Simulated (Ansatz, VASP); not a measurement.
**One calculation of C3N, two programs**

The input INCAR:

```
SYSTEM = C3N
PREC = Accurate ; ENCUT = 600
EDIFF = 1E-6 ; ISMEAR = 0
SIGMA = 0.1 ; LREAL = .False.
LASPH = .True. ; NELM = 150
ALGO = Normal ; ISIF = 3
LWAVE = .False. ; LCHARG = .False.
ISPIN = 2 ; MAGMOM = 1 1 1 1
LORBIT = 11 ; GGA = PE
IBRION = 2 ; NSW = 90
EDIFFG = -0.04
```

The input KPOINTS:

```
regular mesh
0
Gamma
  4 4 4
  0 0 0
```

File POSCAR:

```
C3N
1.0
    3.8063542300      0.0000000000      0.0000000000
    0.0000000000      3.8063542300      0.0000000000
    0.0000000000      0.0000000000      3.8063542300
C N
3 1
Direct
    0.0000000000      0.5000000000      0.5000000000
    0.5000000000      0.0000000000      0.5000000000
    0.5000000000      0.5000000000      0.0000000000
    0.0000000000      0.0000000000      0.0000000000
```

Input for Ansatz:

```yaml
crystal:
  lattice:
    - [3.80635423, 0.0, 0.0]
    - [0.0, 3.80635423, 0.0]
    - [0.0, 0.0, 3.80635423]
  atoms:
    - { symbol: C, position: [0.0, 0.5, 0.5], spin: 1.0 }
    - { symbol: C, position: [0.5, 0.0, 0.5], spin: 1.0 }
    - { symbol: C, position: [0.5, 0.5, 0.0], spin: 1.0 }
    - { symbol: "N", position: [0.0, 0.0, 0.0], spin: 1.0 }
basis:
  ecutwfc: 420
kpoints:
  mp_grid: { grid: [4, 4, 4] }
hamiltonian:
  xc: pbe
scf:
  occupations: { method: gaussian, width: 0.1 }
  lower_state_search: "off"
output:
  forces: true
  stress: true
  eigenvalues: true
  populations: true
magnetization:
  spin_polarized: true
relax:
  adjacent_minimum: "off"
  f_tol: 0.04
  max_steps: 70
  cell: { stress_tol: 0.4 }
```

Change from the starting cell: species swapped into the Gd3Al type (Pm-3m, No. 221).

Alike in both runs: task relaxation of cell and atoms; functional PBE; k mesh 4 × 4 × 4; occupations gaussian, width 0.1 eV; collinear spin.

|  | VASP | Ansatz |
| --- | --- | --- |
| version | VASP 6.6.1 | Ansatz 0.2.0 |
| potentials or method | VASP PAW PBE potentials, release 64 (C, N), cutoff 600 eV | scalar-relativistic, plane waves, PAW |
| valence electrons in the cell | 17 | 17 |

VASP gave:

- gap on the k mesh at the Fermi level, each at its own relaxed structure (eV): none
- net moment per atom (μB): 0.00
- relaxed volume (Å³/atom): 7.51
- relaxed cell length with the largest relative difference (Å): 3.108

Question: Estimate Ansatz's values.

Answer: gap on the k mesh at the Fermi level, each at its own relaxed structure (eV): none; net moment per atom (μB): 0.00; relaxed volume (Å³/atom): 7.47; relaxed cell length with the largest relative difference (Å): 3.103.

A gap of «none» marks a metal or a gap that the smearing closes. Ansatz's warnings: seeded moment not kept.

The k mesh is coarse, so the values compare programs but aren't converged. Noted on VASP's run: the volume moved by over 15 % at a fixed basis, so the end points are rough.
